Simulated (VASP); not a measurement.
Input of a VASP 6.6.1 run:

The input INCAR:

```
SYSTEM = Sb
PREC = Accurate
ENCUT = 520
EDIFF = 1E-7
ISMEAR = 1
SIGMA = 0.01
LREAL = .False.
LASPH = .True.
NELM = 80
ALGO = Normal
ISIF = 2
LWAVE = .False.
LCHARG = .False.
GGA = RE
IVDW = 12
NBANDS = 8
```

Contents of KPOINTS:

```
Automatic mesh
0
Gamma
  9 9 9
  0 0 0
```

The input POSCAR:

```
Sb
1.0
    3.2068482977     -0.0000000178     -0.0000000308
   -1.0689494158      3.0234455760     -0.0000000308
   -1.0689494158     -1.5117227436      2.6183807014
Sb
1
Direct
    0.0000000000      0.0000000000      0.0000000000
```

Potentials or basis: VASP PAW PBE potentials, release 64 (Sb).

Run with:

```console
$ cat potpaw_PBE.64/Sb/POTCAR > POTCAR
$ mpirun -np 1 vasp_std > vasp.out
```

Problem. What does it give for the dispersion energy per atom?

Solution. -1.044 eV.

Problem. What does it give for the pressure?

Solution. -0.6 GPa.

Caveat: three body term missing; the PAW data sets were made with another functional, which shifts forces and pressure a little; pairwise dispersion overbinds metals, which lowers pressure and volume.
